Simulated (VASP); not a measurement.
SiC: single point with PBE

The system is SiC.

```
CELL_PARAMETERS angstrom
0.00000 2.18986 2.18986
2.18986 0.00000 2.18986
2.18986 2.18986 0.00000
ATOMIC_POSITIONS crystal
Si 0.25000 0.25000 0.25000
C 0.00000 0.00000 0.00000
```

- Program: VASP 6.6.1
- Task: single point
- Functional: PBE
- Potentials or basis: VASP PAW PBE potentials, release 64 (Si, C)
- Cutoff: 520 eV
- k mesh: 10 × 10 × 10
- Occupations: gaussian, width 0.02 eV
- Spin: no spin polarisation
- Dipole correction: no
- Further INCAR settings: ALGO = Normal; EDIFF = 1e-07; NBANDS = 11

```
Pressure               : 0.0 GPa
Band gap on the k mesh : 1.37 eV, indirect (least direct gap 4.53 eV)
```

Levels at points of the mesh, in eV from the valence-band top:
```
           k point  band 2  band 3  band 4  band 5  band 6  band 7
(0.00, 0.00, 0.00)    0.00    0.00    0.00    6.06    7.20    7.20
(0.50, 0.00, 0.00)   -8.45   -1.05   -1.05    5.30    7.17    7.17
(0.50, 0.50, 0.00)   -7.75   -3.16   -3.16    1.37    4.27   13.86
```

It took 6.2 s on 1 thread of Intel(R) Xeon(R) Platinum 8259CL CPU @ 2.50GHz (Skylake/Cascade Lake) (shared host), peak memory 0.13 GiB.

A k mesh can miss the band edges. A hybrid or GW would open this gap; PBE tends to underestimate it.
